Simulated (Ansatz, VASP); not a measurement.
# LiCl in VASP and in Ansatz

File INCAR:

```
SYSTEM = LiCl
  PREC = Accurate
  ENCUT = 750
  EDIFF = 1E-6
  ISMEAR = 0
  SIGMA = 0.01
  LREAL = .False.
  LASPH = .True.
  NELM = 120
  ALGO = Normal
  ISIF = 2
  LWAVE = .False.
  LCHARG = .False.
  GGA = PS
  NBANDS = 12
  GGA_COMPAT = .False.
```

KPOINTS

```
regular mesh
0
Gamma
  4 4 4
  0 0 0
```

POSCAR

```
LiCl
1.0
    0.0000000000      2.5690375120      2.5690375120
    2.5690375120      0.0000000000      2.5690375120
    2.5690375120      2.5690375120      0.0000000000
Li Cl
1 1
Direct
    0.9281700000      0.9797200000      0.0597600000
    0.5082500000      0.4528000000      0.5338600000
```

Input for Ansatz:

```yaml
crystal:
  lattice:
    - [0.0, 2.5690375120297224, 2.5690375120297224]
    - [2.5690375120297224, 0.0, 2.5690375120297224]
    - [2.5690375120297224, 2.5690375120297224, 0.0]
  atoms:
    - { symbol: Li, position: [0.92817, 0.97972, 0.05976] }
    - { symbol: Cl, position: [0.50825, 0.4528, 0.53386] }
basis:
  ecutwfc: 540.0
  xc_grid: 2
kpoints:
  mp_grid:
    grid: [4, 4, 4]
hamiltonian:
  xc: pbesol
scf:
  convergence:
    dr2_threshold: 1.0e-09
  occupations:
    method: fixed
output:
  forces: true
  stress: true
```

Alike in both runs: task single point; functional PBEsol; k mesh 4 × 4 × 4; no spin polarisation.

|  | VASP | Ansatz |
| --- | --- | --- |
| version | VASP 6.6.1 | Ansatz 0.2.0 |
| potentials or method | VASP PAW PBE potentials, release 64 (Li_sv, Cl), cutoff 750 eV | plane waves, PAW |
| occupations | gaussian, width 0.01 eV | fixed |
| valence electrons in the cell | 10 | 10 |

|  | VASP | Ansatz | Ansatz less VASP |
| --- | --- | --- | --- |
| pressure (GPa) | -0.7 | -0.6 | +0.02 |
| rms of the force components (eV/Å) | 0.094 | 0.093 | -0.0013 |

VASP's potentials were made for PBE, not for PBEsol. Atom by atom the forces differ by 0.001 eV/Å (rms over components). Ansatz's warnings: stress scf threshold loose.

The k mesh is coarse, so the values compare programs but aren't converged.
